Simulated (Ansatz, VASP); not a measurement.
Li2S: VASP beside Ansatz

```
Li S
1.0
     0.00000    2.89156    2.89156
     2.89156    0.00000    2.89156
     2.89156    2.89156    0.00000
Li S
2 1
Direct
  0.25000 0.25000 0.25000
  0.75000 0.75000 0.75000
  0.00000 0.00000 0.00000
```

Change from the starting cell: volume scaled by 1.04.

Alike in both runs: task single point; functional LDA; k mesh 7 × 7 × 7; occupations fermi-dirac, width 0.02 eV; no spin polarisation.

```csv
,VASP,Ansatz
version,VASP 6.6.1,Ansatz 0.2.0
potentials or method,"VASP PAW LDA potentials, release 64 (Li_sv, S), cutoff 750 eV","all-electron LAPW, scalar-relativistic"
```

|  | VASP | Ansatz | Ansatz less VASP |
| --- | --- | --- | --- |
| gap on the k mesh at the Fermi level (eV) | 3.34 | 3.34 | -0.001 |
| pressure (GPa) | -4.3 | -4.2 | +0.10 |

LDA's correlation is that of Perdew and Zunger in VASP and of Perdew and Wang (1992) in Ansatz. Ansatz ran all-electron here, and VASP with PAW potentials.
